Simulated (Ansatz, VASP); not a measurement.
**AlGaN2 in VASP and in Ansatz**

```
CELL_PARAMETERS angstrom
3.14088 0.00000 0.00000
0.00000 3.14088 0.00000
0.00000 0.00000 4.42384
ATOMIC_POSITIONS crystal
Al 0.50000 0.50000 0.50000
Ga 0.00000 0.00000 0.00000
N 0.50000 0.00000 0.71114
N 0.00000 0.50000 0.28886
```

Change from the starting cell: mode 12 (706.6 1/cm) frozen in, largest displacement +0.120 Å.

Alike in both runs: task single point; functional r2SCAN; k mesh 8 × 8 × 6; occupations gaussian, width 0.05 eV; no spin polarisation.

```csv
,VASP,Ansatz
version,VASP 6.6.1,Ansatz 0.2.0
potentials or method,"VASP PAW PBE potentials, release 64 (Al, Ga_d, N), cutoff 520 eV","scalar-relativistic, plane waves, PAW"
valence electrons in the cell,26,26
```

|  | VASP | Ansatz | Ansatz less VASP |
| --- | --- | --- | --- |
| gap on the k mesh at the Fermi level (eV) | 3.06 | 3.05 | -0.009 |
| least direct gap on the mesh (eV) | 3.06 | 3.05 | -0.009 |
| pressure (GPa) | 2.2 | 1.9 | -0.27 |
| traceless stress, the component that is largest in VASP (GPa) | -4.28 | -4.38 | -0.097 |
| rms of the force components (eV/Å) | 1.237 | 1.263 | +0.0263 |

VASP's potentials were made for PBE, not for r2SCAN. Atom by atom the forces differ by 0.026 eV/Å (rms over components).
